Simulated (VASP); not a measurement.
Write the native input for VASP 6.6.1 that does the following.

```yaml
Task: relaxation of cell and atoms
Functional: PBEsol
Potentials_or_basis: VASP PAW PBE potentials, release 64 (Si)
Cutoff: 600 eV
k_mesh: 8 × 8 × 8
Occupations: fermi-dirac, width 0.05 eV
Spin: no spin polarisation
Dipole_correction: no
Further_INCAR_settings: ALGO = Normal; EDIFF = 1e-06; IBRION = 2; EDIFFG = -0.005; NSW = 80; ISIF = 3
```

The structure of Si lies in POSCAR:

```
Si
1.0
    0.0000000000      2.7218511865      2.7218511865
    2.7218511865      0.0000000000      2.7218511865
    2.7218511865      2.7218511865      0.0000000000
Si
2
Direct
    0.5000000000      0.5000000000      0.5000000000
    0.7500000000      0.7500000000      0.7500000000
```

The input as run:

INCAR

```
SYSTEM = Si
ALGO = Normal ; EDIFF = 1E-6
EDIFFG = -0.005 ; ENCUT = 600
GGA = PS ; IBRION = 2
ISIF = 3 ; ISMEAR = -1
LASPH = .True. ; LCHARG = .False.
LREAL = .False. ; LWAVE = .False.
NELM = 100 ; NSW = 80
PREC = Accurate ; SIGMA = 0.05
```

KPOINTS

```
k-points
0
Gamma
  8 8 8
  0 0 0
```

Potentials or basis: VASP PAW PBE potentials, release 64 (Si).

Launch:

```sh
$ cat potpaw_PBE.64/Si/POTCAR > POTCAR
$ mpirun -np 1 vasp_std > vasp.out
```

Results of the run:

```
Relaxed volume                         : 20.08 Å³/atom
Relaxed cell                           : a = 3.844 Å, b = 3.844 Å, c = 3.844 Å, α = 60.00°, β = 60.00°, γ = 60.00°
Space group after relaxing (to 0.05 Å) : Fd-3m (No. 227)
Energy gained by relaxing              : 0.1 meV/atom
Ionic steps                            : 3
Pressure after relaxing                : 0.0 GPa
Band gap on the k mesh                 : 0.51 eV, indirect (least direct gap 2.52 eV)
```

Caveat: the PAW data sets were made with another functional, which shifts forces and pressure a little.

Run time: 15 s on 1 thread of AMD EPYC 9R45 (Zen 5), on a shared host, peak memory 0.14 GiB.
